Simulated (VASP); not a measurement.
# Al (Fm-3m) in VASP: a series of runs, part 2 of 2

VASP 6.6.1. Earlier steps stand in the parts before.

## 3. Single point, LDA

This run uses another cell than the first one: it holds 3 atoms, not 1.

Contents of INCAR:

```
SYSTEM = Al
  ALGO = Normal
  EDIFF = 1E-6
  ENCUT = 520
  ISIF = 2
  ISMEAR = -1
  LASPH = .True.
  LCHARG = .True.
  LELF = .True.
  LREAL = .False.
  LVHAR = .True.
  LWAVE = .False.
  NBANDS = 12
  NELM = 80
  PREC = Accurate
  SIGMA = 0.05
```

Contents of KPOINTS:

```
k-points
0
Gamma
  13 13 5
  0 0 0
```

Contents of POSCAR:

```
Al
1.0
    0.0000000000      1.9917790140     -1.9917790140
   -1.9917790140      0.0000000000      1.9917790140
    3.9835580280      3.9835580280      3.9835580280
Al
3
Direct
    0.0000000000      0.0000000000      0.0000000000
    0.3333333330      0.6666666670      0.3333333330
    0.6666666670      0.3333333330      0.6666666670
```

Potentials or basis: VASP PAW LDA potentials, release 64 (Al).

The run is started by

```console
cat potpaw_LDA.64/Al/POTCAR > POTCAR
mpirun -np 1 vasp_std > vasp.out
```

OUTCAR:

```text
SYSTEM = Al
   EDIFF = 1E-6
   ENCUT = 520
   ISIF = 2
   ISMEAR = -1
   LASPH = .True.
   LREAL = .False.
   NELM = 80
   PREC = Accurate

 ion  position               nearest neighbor table
   1  0.000  0.000  0.000-   2 2.82   3 2.82   3 2.82   2 2.82   3 2.82   2 2.82
   2  0.333  0.667  0.333-   1 2.82   1 2.82   1 2.82   3 2.82   3 2.82   3 2.82
   3  0.667  0.333  0.667-   1 2.82   1 2.82   1 2.82   2 2.82   2 2.82   2 2.82

  LATTYP: Found a hexagonal cell.
 ALAT       =     2.8168008948
 C/A-ratio  =     2.4494897428

  Lattice vectors:

 A1 = (   0.0000000000,   1.9917790140,  -1.9917790140)
 A2 = (  -1.9917790140,   0.0000000000,   1.9917790140)
 A3 = (   3.9835580280,   3.9835580280,   3.9835580280)

Analysis of symmetry for initial positions (statically):
=====================================================================
 Subroutine PRICEL returns following result:

  LATTYP: Found a face centered cubic cell.
 ALAT       =     3.9835580240

  Lattice vectors:

 A1 = (   1.9917790120,   1.9917790120,   0.0000000000)
 A2 = (  -0.0000000020,   1.9917790120,   1.9917790140)
 A3 = (   1.9917790180,   0.0000000040,   1.9917790140)

   3 primitive cells build up your supercell.

 Routine SETGRP: Setting up the symmetry group for a
 hexagonal supercell.

 Subroutine GETGRP returns: Found 12 space group operations
 (whereof 12 operations were pure point group operations)
 out of a pool of 24 trial point group operations.

The static configuration has the point symmetry D_3d.

Analysis of symmetry for dynamics (positions and initial velocities):
=====================================================================
 Subroutine PRICEL returns following result:

  LATTYP: Found a face centered cubic cell.
 ALAT       =     3.9835580240

  Lattice vectors:

 A1 = (   1.9917790120,   1.9917790120,   0.0000000000)
 A2 = (  -0.0000000020,   1.9917790120,   1.9917790140)
 A3 = (   1.9917790180,   0.0000000040,   1.9917790140)

[... 135 lines left out ...]
   IVDW    =     0    specifies the selected vdW correction
   LEPSILON=     F    determine dielectric tensor
   LRPA    =     F    only Hartree local field effects (RPA)
 non-spin polarized calculation
  energy-cutoff  :      520.00
  volume of cell :       47.41
 maximum number of plane-waves:      1299
 NGX is ok and might be reduce to    24

 number of electron       9.0000000 magnetization

 Free energy of the ion-electron system (eV)
  ---------------------------------------------------
  ext. energy  EPLUGINS =         0.00000000
  ---------------------------------------------------
  free energy    TOTEN  =       -12.57604177 eV

  energy without entropy =      -12.56582648  energy(sigma->0) =      -12.57093412

 E-fermi :   8.2322     XC(G=0): -10.5041

 val. band max:        8.2200947131   @ k =  -0.0769   0.3846   0.4000
 cond. band min:       8.2669181463   @ k =   0.0000   0.4615   0.2000
 fundamental gap:      0.0468234332
 Fermi energy:         8.2322463194

 k-point     1 :       0.0000    0.0000    0.0000
  band No.  band energies     occupation
      1      -3.1541      2.00000
      2      -0.0877      2.00000
      3      -0.0877      2.00000
      4       8.7516      0.00006
      5       8.7516      0.00006
      6      19.2348      0.00000
      7      19.2348      0.00000
      8      19.2348      0.00000
      9      19.2348      0.00000
     10      21.0530      0.00000
     11      21.0530      0.00000
     12      21.0531      0.00000
[... 331 lines left out ...]
 k-point    24 :       0.0000    0.0769    0.2000
  band No.  band energies     occupation
      1      -2.8835      2.00000
      2      -1.0390      2.00000
      3       1.3817      2.00000
      4       6.6970      2.00000
      5      11.2556      0.00000
      6      16.8623      0.00000
      7      17.8306      0.00000
      8      18.1157      0.00000
      9      19.3705      0.00000
     10      19.3898      0.00000
     11      19.4367      0.00000
     12      20.6362      0.00000

 [... further k-points ...]

------------------------ aborting loop because EDIFF is reached ----------------------------------------

  FORCE on cell =-STRESS in cart. coord.  units (eV):
  Direction    XX          YY          ZZ          XY          YZ          ZX
  --------------------------------------------------------------------------------------
  -------------------------------------------------------------------------------------
  Total       -0.0228805     -0.0228805     -0.0228805     -0.1235123     -0.1235123     -0.1235123
  in kB       -0.7732172     -0.7732172     -0.7732172     -4.1739382     -4.1739382     -4.1739382
  external PRESSURE =      -0.7732172 kB  Pullay stress =       0.0000000 kB

 VOLUME and BASIS-vectors are now :
 -----------------------------------------------------------------------------
  energy-cutoff  :      520.00
  volume of cell :       47.41
      direct lattice vectors                 reciprocal lattice vectors
     0.000000000  1.991779014 -1.991779014    -0.167354576  0.334709153 -0.167354576
    -1.991779014  0.000000000  1.991779014    -0.334709153  0.167354576  0.167354576
     3.983558028  3.983558028  3.983558028     0.083677288  0.083677288  0.083677288

 POSITION                                       TOTAL-FORCE (eV/Angst)
 -----------------------------------------------------------------------------------
      0.00000      0.00000      0.00000        -0.000000      0.000000     -0.000000
     -0.00000      1.99178      1.99178         0.000000     -0.000000      0.000000
      1.99178      3.98356      1.99178        -0.000000     -0.000000     -0.000000
 -----------------------------------------------------------------------------------
    total drift:                                0.000000      0.000000     -0.000000

  FREE ENERGIE OF THE ION-ELECTRON SYSTEM (eV)
  ---------------------------------------------------
  free  energy   TOTEN  =       -12.5760417654 eV

  energy  without entropy=      -12.5658264814  energy(sigma->0) =      -12.57093412
```

stdout:

```text
POSCAR found type information on POSCAR Al
 POSCAR found :  1 types and       3 ions
 scaLAPACK will be used
 LDA part: xc-table for (Slater(with rela. corr.)+CA(PZ))
 , standard interpolation
 POSCAR, INCAR and KPOINTS ok, starting setup
 FFT: planning ... GRIDC
 FFT: planning ... GRID_SOFT
 FFT: planning ... GRID
 WAVECAR not read
 entering main loop
```

Wall time 26 s (1 thread of Intel Xeon Platinum 8375C at 2.90GHz (Ice Lake), shared host); peak memory 0.17 GiB.

Results:

| Item | Value |
| --- | --- |
| Free energy | -12.5760 eV |
| Pressure | -0.1 GPa |
| Band gap on the k mesh | zero (an odd number of electrons rules out a gap without spin polarisation) |

## 4. Single point, LDA

This run uses another cell than the first one: it holds 3 atoms, not 1.

Contents of INCAR:

```
  PREC = Accurate
  ENCUT = 520
  EDIFF = 1E-6
  ISMEAR = -1
  SIGMA = 0.05
  LREAL = F
  LASPH = T
  NELM = 60
  ALGO = Normal
  ISIF = 2
  LWAVE = F
  LCHARG = T
  LELF = T
  LVHAR = T
  NBANDS = 12
```

Contents of KPOINTS:

```
regular mesh
0
Gamma
  13 13 5
```

POSCAR is that of step 3.

The run is started by

```console
cat potpaw_LDA.64/Al/POTCAR > POTCAR
mpirun -np 1 vasp_std > vasp.out
```

It took 28 s on 1 thread of Intel Xeon Platinum 8375C at 2.90GHz (Ice Lake), shared host; peak memory 0.16 GiB.

Results (log left out):

```
Free energy            : -12.5760 eV
Pressure               : -0.1 GPa
Band gap on the k mesh : zero (an odd number of electrons rules out a gap without spin polarisation)
```

Levels at points of the mesh, in eV from the Fermi level:
| k point | band 1 | band 2 | band 3 | band 4 | band 5 | band 6 | band 7 | band 8 | band 9 |
| --- | --- | --- | --- | --- | --- | --- | --- | --- | --- |
| (0.00, 0.00, 0.00) | -11.39 | -8.32 | -8.32 | 0.52 | 0.52 | 11.00 | 11.00 | 11.00 | 11.00 |

## 5. Relaxation of cell and atoms, LDA

This run uses another cell than the first one, of 16.61 Å³/atom.

Contents of INCAR:

```
SYSTEM = Al
PREC = Accurate ; ENCUT = 600
EDIFF = 1E-7 ; ISMEAR = -1
SIGMA = 0.05 ; LREAL = .False.
LASPH = .True. ; NELM = 80
ALGO = Normal ; ISIF = 3
LWAVE = .False. ; LCHARG = .False.
GGA = CA ; IBRION = 2
NSW = 60 ; EDIFFG = -0.005
```

Contents of KPOINTS:

```
Automatic mesh
0
Gamma
  18 18 18
  0 0 0
```

Contents of POSCAR:

```
Al
1.0
    0.0000000000      2.0251003354      2.0251003354
    2.0251003354      0.0000000000      2.0251003354
    2.0251003354      2.0251003354      0.0000000000
Al
1
Direct
    0.0000000000      0.0000000000      0.0000000000
```

The run is started by

```console
cat potpaw_LDA.64/Al/POTCAR > POTCAR
mpirun -np 1 vasp_std > vasp.out
```

Wall time 14 s (1 thread of Intel Xeon Platinum 8375C at 2.90GHz (Ice Lake), shared host); peak memory 0.14 GiB.

The run converged. Its results:

* Free energy: -4.1910 eV
* Relaxed volume: 15.82 Å³/atom
* Relaxed cell: a = 2.818 Å, b = 2.818 Å, c = 2.818 Å, α = 60.00°, β = 60.00°, γ = 60.00°
* Space group after relaxing (to 0.1 Å): Fm-3m (No. 225)
* Energy gained by relaxing: 9.4 meV/atom
* Ionic steps: 3
* Pressure after relaxing: 0.0 GPa
* Band gap on the k mesh: zero (an odd number of electrons rules out a gap without spin polarisation)

The path:
```csv
step,energy change (eV),largest force (eV/Å),pressure (GPa),volume (Å³)
1,0.0000,0.0000,-3.64,16.61
2,-0.0092,0.0000,0.52,15.72
3,-0.0094,0.0000,0.00,15.82
```

Final structure:
```
CELL_PARAMETERS angstrom
0.00000 1.99234 1.99234
1.99234 0.00000 1.99234
1.99234 1.99234 0.00000
ATOMIC_POSITIONS crystal
Al 0.00000 0.00000 0.00000
```

Levels at points of the mesh, in eV from the Fermi level:
| k point | band 1 | band 2 | band 3 | band 4 |
| --- | --- | --- | --- | --- |
| (0.00, 0.00, 0.00) | -11.39 | 12.81 | 12.81 | 12.81 |
| (0.50, 0.00, 0.00) | -4.71 | -4.44 | 11.64 | 11.64 |
| (0.50, 0.50, 0.00) | -2.99 | -1.61 | 5.31 | 5.74 |

## 6. The runs side by side

```csv
task,cell,k mesh,cutoff (eV),gap on the mesh (eV),pressure (GPa)
single point,"a = 2.817 Å, angles 60.0°, 1 atom, atomic positions A",18 × 18 × 18,520,none,0.1
single point,"a = 2.817, b = 2.817, c = 6.900 Å, angles 90.0, 90.0, 120.0°, 3 atoms, atomic positions B",13 × 13 × 5,520,none,-0.1
relaxation of cell and atoms,"relaxed from a = 2.864 Å, angles 60.0°, 1 atom, atomic positions A",18 × 18 × 18,600,none,0.0
```

Alike in all rows: level LDA; potentials or basis VASP PAW LDA potentials, release 64 (Al); no spin polarisation; smearing fermi-dirac 0.05 eV.

Total energies depend on the potentials used, so only differences within one code and one set of settings carry meaning.

The gap in the log of VASP goes by the Fermi energy; the results here count the filled bands.